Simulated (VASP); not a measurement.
**CsSmF4: single point with PBE**

Crystal: CsSmF4.

```
Cs Sm F
1.0
     6.11025    0.00000    0.00000
     0.00000    6.11025    0.00000
     0.00000    0.00000    3.27121
Cs Sm F
1 1 4
Direct
  0.00000 0.00000 0.00000
  0.50000 0.50000 0.00000
  0.78361 0.50000 0.50000
  0.21639 0.50000 0.50000
  0.50000 0.78361 0.50000
  0.50000 0.21639 0.50000
```

The cell was generated, and may not be a known phase.

```yaml
Program: VASP 6.6.1
Task: single point
Functional: PBE
Potentials_or_basis: VASP PAW PBE potentials, release 64 (Cs_sv, Sm_3, F), 4f in core
Cutoff: 600 eV
k_mesh: 4 × 4 × 4
Occupations: gaussian, width 0.1 eV
Spin: no spin polarisation
Dipole_correction: no
Further_INCAR_settings: ALGO = Normal; EDIFF = 1e-06; NBANDS = 33
```

```
Pressure               : 0.5 GPa
Largest force          : 0.071 eV/Å
Band gap on the k mesh : 4.71 eV (least direct gap 4.77 eV)
```

Forces in eV/Å, atoms in the order of the input:
```
Cs   0.000  0.000  0.000
Sm   0.000  0.000  0.000
F    0.071  0.000  0.000
F   -0.071  0.000  0.000
F    0.000  0.071  0.000
F    0.000 -0.071  0.000
```

Stress tensor (GPa, compression positive):
```
0.47 0.00 0.00
0.00 0.47 0.00
0.00 0.00 0.58
```

Levels at points of the mesh, in eV from the valence-band top:
| k point | band 20 | band 21 | band 22 | band 23 | band 24 | band 25 | band 26 | band 27 | band 28 | band 29 |
| --- | --- | --- | --- | --- | --- | --- | --- | --- | --- | --- |
| (0.00, 0.00, 0.00) | -1.22 | -1.14 | -0.35 | -0.35 | -0.06 | 4.71 | 5.43 | 6.14 | 6.29 | 6.57 |
| (0.50, 0.00, 0.00) | -1.08 | -1.03 | -0.64 | -0.33 | -0.17 | 5.27 | 5.50 | 6.54 | 7.02 | 7.11 |
| (0.50, 0.50, 0.00) | -1.00 | -0.79 | -0.79 | -0.35 | -0.19 | 4.91 | 5.47 | 6.76 | 7.24 | 7.50 |
| (0.00, 0.00, 0.50) | -1.33 | -1.01 | -0.61 | -0.61 | 0.00 | 5.55 | 5.96 | 5.96 | 7.33 | 8.46 |
| (0.50, 0.00, 0.50) | -1.35 | -0.85 | -0.42 | -0.32 | -0.11 | 5.63 | 5.99 | 6.01 | 8.23 | 8.25 |
| (0.50, 0.50, 0.50) | -1.00 | -0.73 | -0.73 | -0.23 | -0.01 | 5.52 | 5.73 | 5.73 | 7.52 | 9.07 |

It took 45 s on 1 thread of Intel(R) Xeon(R) 6975P-C (Granite Rapids), on a shared host, peak memory 0.29 GiB.

Caveat: the k points lie up to 0.48 Å⁻¹ apart; spin-orbit coupling is left out, which moves the levels of the heavy elements; the 4f electrons are frozen in the core, so they carry no moment and show no levels. Spin polarisation is off, so any magnetic state and its effect on volume and gap are missing.
